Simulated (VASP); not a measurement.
Wanted: the native input for a VASP 6.6.1 run.

* Task: single point
* Functional: PBEsol
* Potentials or basis: VASP PAW PBE potentials, release 64 (Ti_sv, O)
* Cutoff: 520 eV
* k mesh: 18 × 18 × 16
* Occupations: gaussian, width 0.1 eV
* Spin: no spin polarisation
* Dipole correction: no
* Further INCAR settings: ALGO = Normal; EDIFF = 1e-06; NBANDS = 16

The structure of TiO lies in POSCAR:

```
TiO
1.0
    2.7888858286      0.0000000000      0.0000000000
   -1.3944429143      2.4152459758      0.0000000000
    0.0000000000      0.0000000000      2.7940761164
Ti O
1 1
Direct
    0.6666666667      0.3333333333      0.0000000000
    0.0000000000      0.0000000000      0.5000000000
```

These files were run (other wordings do the same):

INCAR

```
SYSTEM = TiO
ALGO     = Normal         ! electronic algorithm
EDIFF    = 1E-6           ! SCF threshold, eV
ENCUT    = 520            ! plane-wave cutoff, eV
GGA      = PS             ! functional
ISIF     = 2              ! what is computed and relaxed
ISMEAR   = 0              ! smearing method
LASPH    = .TRUE.         ! aspherical terms in the spheres
LCHARG   = .TRUE.         ! write CHGCAR
LELF     = .TRUE.         ! ELF
LREAL    = .FALSE.        ! projectors in reciprocal space
LVHAR    = .TRUE.       
LWAVE    = .FALSE.        ! write WAVECAR
NBANDS   = 16             ! bands
NELM     = 100            ! most SCF steps
PREC     = Accurate       ! precision mode
SIGMA    = 0.1            ! smearing width, eV
```

KPOINTS

```
k-points
0
G
  18 18 16
  0 0 0
```

Potentials or basis: VASP PAW PBE potentials, release 64 (Ti_sv, O).

Launch:

```console
$ cat potpaw_PBE.64/Ti_sv/POTCAR potpaw_PBE.64/O/POTCAR > POTCAR
$ mpirun -np 1 vasp_std > vasp.out
```

Results of the run:

```json
{
  "Pressure": "0.7 GPa",
  "Band gap on the k mesh": "zero (band 9 reaches 11.70 eV, above the bottom of band 10 at 11.63 eV)"
}
```

Caveat: the PAW data sets were made with another functional, which shifts forces and pressure a little; semilocal functionals often make such compounds metallic where correlation or magnetic order opens a gap, which also shifts bond lengths.

It took 44 s on 1 thread of Intel(R) Xeon(R) 6975P-C (Granite Rapids), on a shared host, peak memory 0.22 GiB.
